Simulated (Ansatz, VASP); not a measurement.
Given: the input of a run of VASP 6.6.1 on ZnSe.

Contents of INCAR:

```
ALGO = Normal ; EDIFF = 1E-6
ENCUT = 520 ; GGA = PE
ISIF = 2 ; ISMEAR = 0
LASPH = T ; LCHARG = T
LELF = T ; LREAL = F
LVHAR = T ; LWAVE = F
NBANDS = 16 ; NELM = 100
PREC = Accurate ; SIGMA = 0.015
```

File KPOINTS:

```
k-points
0
Gamma
  8 8 8
```

POSCAR

```
ZnSe
1.0
    0.0000000000      2.8338000000      2.8338000000
    2.8338000000      0.0000000000      2.8338000000
    2.8338000000      2.8338000000      0.0000000000
Se Zn
1 1
Direct
    0.7500000000      0.7500000000      0.7500000000
    0.0000000000      0.0000000000      0.0000000000
```

Potentials or basis: VASP PAW PBE potentials, release 64 (Se, Zn).

Run with:

```bash
$ cat potpaw_PBE.64/Se/POTCAR potpaw_PBE.64/Zn/POTCAR > POTCAR
$ mpirun -np 1 vasp_std > vasp.out
```

**Question.** Translate it to Ansatz 0.2.0. Potentials there: all-electron LAPW, scalar-relativistic.

**Answer.** As run (the cutoff follows the program's own potentials):

input.yaml

```yaml
crystal:
  lattice:
    - [0.0, 2.8338, 2.8338]
    - [2.8338, 0.0, 2.8338]
    - [2.8338, 2.8338, 0.0]
  atoms:
    - { symbol: Se, position: [0.75, 0.75, 0.75] }
    - { symbol: Zn, position: [0.0, 0.0, 0.0] }
kpoints:
  mp_grid: { grid: [8, 8, 8] }
scf:
  occupations: { method: gaussian, width: 0.015 }
hamiltonian:
  xc: pbe
  pseudopotentials: { kind: all_electron, lapw: { basis_error: 0.001 } }
output:
  forces: true
  stress: true
  eigenvalues: true
```

Potentials or basis: all-electron LAPW, scalar-relativistic.

Command:

```console
$ ansatz run input.yaml --threads 1 --pin off --max-ram 3072MiB --backend cpu --events-out ev --progress --plain --runs-dir out
```

Both were run:

|  | VASP | Ansatz | Ansatz less VASP |
| --- | --- | --- | --- |
| gap on the k mesh at the Fermi level (eV) | 1.29 | 1.29 | 0.000 |
| least direct gap on the mesh (eV) | 1.29 | 1.29 | 0.000 |
| pressure (GPa) | 2.3 | 2.1 | -0.22 |

Ansatz ran all-electron here, and VASP with PAW potentials.
